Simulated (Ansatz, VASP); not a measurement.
**One calculation of CdS, two programs**

Contents of INCAR:

```
SYSTEM = CdS
PREC = Accurate
ENCUT = 520
EDIFF = 1E-7
ISMEAR = 0
SIGMA = 0.1
LREAL = .False.
LASPH = .True.
NELM = 100
ALGO = Normal
ISIF = 2
LWAVE = .False.
LCHARG = .True.
GGA = PE
LELF = .True.
LVHAR = .True.
NBANDS = 26
```

KPOINTS

```
Automatic mesh
0
Gamma
  6 6 4
  0 0 0
```

The input POSCAR:

```
CdS
1.0
    4.1500000000      0.0000000000      0.0000000000
   -2.0750000000      3.5940054257      0.0000000000
    0.0000000000      0.0000000000      6.7370000000
Cd S
2 2
Direct
    0.3333333333      0.6666666667      0.0000000000
    0.6666666667      0.3333333333      0.5000000000
    0.3333333333      0.6666666667      0.3750000000
    0.6666666667      0.3333333333      0.8750000000
```

Input for Ansatz:

```yaml
crystal:
  lattice:
    - [4.15, 0.0, 0.0]
    - [-2.075, 3.5940054257, 0.0]
    - [0.0, 0.0, 6.737]
  atoms:
    - { symbol: Cd, position: [0.3333333333, 0.6666666667, 0.0] }
    - { symbol: Cd, position: [0.6666666667, 0.3333333333, 0.5] }
    - { symbol: S, position: [0.3333333333, 0.6666666667, 0.375] }
    - { symbol: S, position: [0.6666666667, 0.3333333333, 0.875] }
basis:
  ecutwfc: 420
kpoints:
  mp_grid: { grid: [6, 6, 4] }
hamiltonian:
  xc: pbe
scf:
  occupations: { method: gaussian, width: 0.1 }
output:
  forces: true
  stress: true
  eigenvalues: true
```

Alike in both runs: task single point; functional PBE; k mesh 6 × 6 × 4; occupations gaussian, width 0.1 eV; no spin polarisation.

```csv
,VASP,Ansatz
version,VASP 6.6.1,Ansatz 0.2.0
potentials or method,"VASP PAW PBE potentials, release 64 (Cd, S), cutoff 520 eV","scalar-relativistic, plane waves, PAW"
valence electrons in the cell,36,52
```

```tsv
	VASP	Ansatz	Ansatz less VASP
gap on the k mesh at the Fermi level (eV)	1.20	1.20	-0.003
least direct gap on the mesh (eV)	1.20	1.20	-0.003
pressure (GPa)	2.4	2.1	-0.35
traceless stress, the component that is largest in VASP (GPa)	0.43	0.42	-0.015
rms of the force components (eV/Å)	0.040	0.039	-0.0008
```

Atom by atom the forces differ by 0.001 eV/Å (rms over components). VASP's potentials hold 36 valence electrons a cell and Ansatz's 52, so a difference there can come from the potentials and not from the codes.
